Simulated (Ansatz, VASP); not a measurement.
One calculation of Pb, two programs

```
CELL_PARAMETERS angstrom
0.00000 2.52100 2.52100
2.52100 0.00000 2.52100
2.52100 2.52100 0.00000
ATOMIC_POSITIONS crystal
Pb 0.00000 0.00000 0.00000
```

Alike in both runs: functional PBE; k mesh 14 × 14 × 14; occupations gaussian, width 0.1 eV; no spin polarisation.

Ansatz relaxed the structure, and its values are those at the end. VASP's run is a single point on that final structure, the one shown.

```csv
,VASP,Ansatz
version,VASP 6.6.1,Ansatz 0.2.0
potentials or method,"VASP PAW PBE potentials, release 64 (Pb_d), cutoff 520 eV","scalar-relativistic, plane waves, PAW"
valence electrons in the cell,14,14
```

|  | VASP | Ansatz | Ansatz less VASP |
| --- | --- | --- | --- |
| gap on the k mesh at the Fermi level (eV) | none | none | - |
| pressure (GPa) | -0.1 | 0.0 | +0.06 |

A gap of «none» marks a metal or a gap that the smearing closes. With one functional, cell and mesh, what is left measures potentials, basis and numerics.

Neither program's run includes spin-orbit coupling.
